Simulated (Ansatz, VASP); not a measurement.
# Ag: VASP beside Ansatz

The input INCAR:

```
  PREC = Accurate
  ENCUT = 600
  EDIFF = 1E-7
  ISMEAR = 0
  SIGMA = 0.1
  LREAL = False
  LASPH = True
  NELM = 80
  ALGO = Fast
  ISIF = 3
  LWAVE = False
  LCHARG = False
  GGA = PE
  IBRION = 2
  NSW = 90
  EDIFFG = -0.04
```

KPOINTS

```
Automatic mesh
0
Gamma
  4 4 4
```

POSCAR

```
Ag
1.0
    5.9761290600      0.0000000000      0.0000000000
    0.0000000000      5.9761290600      0.0000000000
    0.0000000000      0.0000000000      4.0526125200
Ag
4
Direct
    0.1577016000      0.5000000000      0.0000000000
    0.8422984000      0.5000000000      0.0000000000
    0.5000000000      0.1577016000      0.0000000000
    0.5000000000      0.8422984000      0.0000000000
```

Input for Ansatz:

```yaml
crystal:
  lattice:
    - [5.97612906, 0.0, 0.0]
    - [0.0, 5.97612906, 0.0]
    - [0.0, 0.0, 4.05261252]
  atoms:
    - { symbol: Ag, position: [0.1577016, 0.5, 0.0] }
    - { symbol: Ag, position: [0.8422984, 0.5, 0.0] }
    - { symbol: Ag, position: [0.5, 0.1577016, 0.0] }
    - { symbol: Ag, position: [0.5, 0.8422984, 0.0] }
basis:
  ecutwfc: 420
kpoints:
  mp_grid: { grid: [4, 4, 4] }
hamiltonian:
  xc: pbe
scf:
  occupations: { method: gaussian, width: 0.1 }
  lower_state_search: "off"
output:
  forces: true
  stress: true
  eigenvalues: true
relax:
  adjacent_minimum: "off"
  f_tol: 0.04
  max_steps: 70
  cell: { stress_tol: 0.4 }
```

Alike in both runs: task relaxation of cell and atoms; functional PBE; k mesh 4 × 4 × 4; occupations gaussian, width 0.1 eV; no spin polarisation.

```csv
,VASP,Ansatz
version,VASP 6.6.1,Ansatz 0.2.0
potentials or method,"VASP PAW PBE potentials, release 64 (Ag), cutoff 600 eV","scalar-relativistic, plane waves, PAW"
valence electrons in the cell,44,76
```

|  | VASP | Ansatz | Ansatz less VASP |
| --- | --- | --- | --- |
| gap on the k mesh at the Fermi level, each at its own relaxed structure (eV) | none | none | - |
| relaxed volume (Å³/atom) | 29.63 | 29.56 | -0.067 |
| relaxed length of the cell vector where the two differ most in proportion (Å) | 6.625 | 6.613 | -0.0119 |

A gap of «none» marks a metal or a gap that the smearing closes. VASP's potentials hold 44 valence electrons a cell and Ansatz's 76, so a difference there can come from the potentials and not from the codes.

The k mesh is coarse, so the values compare programs but aren't converged. Noted on VASP's run: the volume moved by over 15 % at a fixed basis, so the end points are rough.
